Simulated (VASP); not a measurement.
Runs of VASP 6.6.1 on GaN. The structure is that of space group F-43m (No. 216), or close to it. The cells are those of the table. 

```tsv
task	level	cell	cutoff (eV)	gap on the mesh (eV)	pressure (GPa)	relaxed volume (Å³/atom)
single point	PBEsol	a = 3.180 Å, angles 60.0°, 2 atoms	520	1.72	(b)	-
single point	PBE	a = 3.216 Å, angles 60.0°, 2 atoms	520	1.55	0.1	-
relaxation of cell and atoms	RPBE	relaxed from a = 3.187 Å, angles 60.0°, 2 atoms	600	1.46	0.0	12.03
single point	RPBE	a = 3.241 Å, angles 60.0°, 2 atoms	520	1.45	(a)	-
relaxation of cell and atoms	PBEsol	relaxed from a = 3.187 Å, angles 60.0°, 2 atoms	600	1.74	0.1	11.35
```

Alike in all rows: potentials or basis VASP PAW PBE potentials, release 64 (Ga_d, N); no spin polarisation; k mesh 8 × 8 × 8; smearing gaussian 0.01 eV.

Question: Estimate the missing entries.

Answer: (a) -0.1; (b) -0.2.

Caveats: the PAW data sets were made with another functional, which shifts forces and pressure a little (some runs).

A k mesh can miss the band edges, and the runs leave out spin-orbit coupling on Ga.
